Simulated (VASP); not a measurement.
The system is AgI.

```xyz
4
Lattice="4.6509 0.0000 0.0000 -2.3254 4.0278 0.0000 0.0000 0.0000 7.5993" Properties=species:S:1:pos:R:3 pbc="T T T"
Ag    0.0000    2.6852    0.0000
Ag    2.3254    1.3426    3.7997
I     0.0000    2.6852    2.8497
I     2.3254    1.3426    6.6493
```

Base run:

* Program: VASP 6.6.1
* Functional: r2SCAN
* Potentials or basis: VASP PAW PBE potentials, release 64 (Ag, I)
* Cutoff: 550 eV
* k mesh: 6 × 6 × 4
* Occupations: gaussian, width 0.01 eV
* Spin: no spin polarisation

Its results: band gap on the k mesh 1.83 eV; pressure -0.1 GPa.

Question: The run is repeated on the same cell with these changes: functional from r2SCAN to PBE; cutoff from 550 eV to 500 eV; occupations from gaussian, width 0.01 eV to fermi-dirac, width 0.02 eV. What comes out?

Answer: Band gap on the k mesh 1.37 eV; pressure 0.6 GPa.

Caveats: spin-orbit coupling is left out, which moves the levels of the heavy elements; the PAW data sets were made with another functional, which shifts forces and pressure a little (at least some runs).

